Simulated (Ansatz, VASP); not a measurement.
**One calculation of ZnO, two programs**

File INCAR:

```
ALGO     = Normal         # electronic algorithm
EDIFF    = 1E-6           # SCF threshold, eV
ENCUT    = 520            # plane-wave cutoff, eV
GGA      = PE             # functional
ISIF     = 2              # what is computed and relaxed
ISMEAR   = -1             # smearing method
LASPH    = True           # aspherical terms in the spheres
LCHARG   = True           # write CHGCAR
LELF     = True           # ELF
LREAL    = False          # projectors in reciprocal space
LVHAR    = True         
LWAVE    = False          # write WAVECAR
NBANDS   = 26             # bands
NELM     = 100            # most SCF steps
PREC     = Accurate       # precision mode
SIGMA    = 0.02           # smearing width, eV
```

KPOINTS

```
k-points
0
Gamma
  12 12 6
```

File POSCAR:

```
ZnO
1.0
    3.1706340522      0.0000000000      0.0000000000
   -1.5853170261      2.7458496354      0.0000000000
    0.0000000000      0.0000000000      5.1067327796
Zn O
2 2
Direct
    0.3333333333      0.6666666667     -0.0023477545
    0.6666666667      0.3333333333      0.4976522455
    0.3333333333      0.6666666667      0.3773477545
    0.6666666667      0.3333333333      0.8773477545
```

Input for Ansatz:

```yaml
crystal:
  lattice:
    - [3.1706340522, 0.0, 0.0]
    - [-1.5853170261, 2.7458496354, 0.0]
    - [0.0, 0.0, 5.1067327796]
  atoms:
    - { symbol: Zn, position: [0.3333333333, 0.6666666667, -0.0023477545] }
    - { symbol: Zn, position: [0.6666666667, 0.3333333333, 0.4976522455] }
    - { symbol: O, position: [0.3333333333, 0.6666666667, 0.3773477545] }
    - { symbol: O, position: [0.6666666667, 0.3333333333, 0.8773477545] }
kpoints:
  mp_grid: { grid: [12, 12, 6] }
  band_path:
    path:
      - [0.0, 0.0, 0.0]
      - [0.5, 0.0, 0.0]
      - [0.3333333333, 0.3333333333, 0.0]
      - [0.0, 0.0, 0.5]
      - [0.5, 0.0, 0.5]
      - [0.3333333333, 0.3333333333, 0.5]
    npoints: 1
hamiltonian:
  xc: pbe
scf:
  occupations: { method: fermi_dirac, width: 0.02 }
  n_extra_bands: 5
output:
  forces: true
  stress: true
  eigenvalues: true
```

Change from the starting cell: hydrostatic strain -2.0%.

Alike in both runs: task single point; functional PBE; k mesh 12 × 12 × 6; occupations fermi-dirac, width 0.02 eV; no spin polarisation.

|  | VASP | Ansatz |
| --- | --- | --- |
| version | VASP 6.6.1 | Ansatz 0.2.0 |
| potentials or method | VASP PAW PBE potentials, release 64 (Zn, O) | plane waves, PAW |
| plane-wave cutoff (eV) | 520 | 420 |
| valence electrons in the cell | 36 | 36 |

```tsv
	VASP	Ansatz	Ansatz less VASP
gap on the k mesh at the Fermi level (eV)	0.88	0.89	+0.012
pressure (GPa)	18.2	16.8	-1.48
rms of the force components (eV/Å)	0.004	0.003	-0.0008
```

Atom by atom the forces differ by 0.001 eV/Å (rms over components).
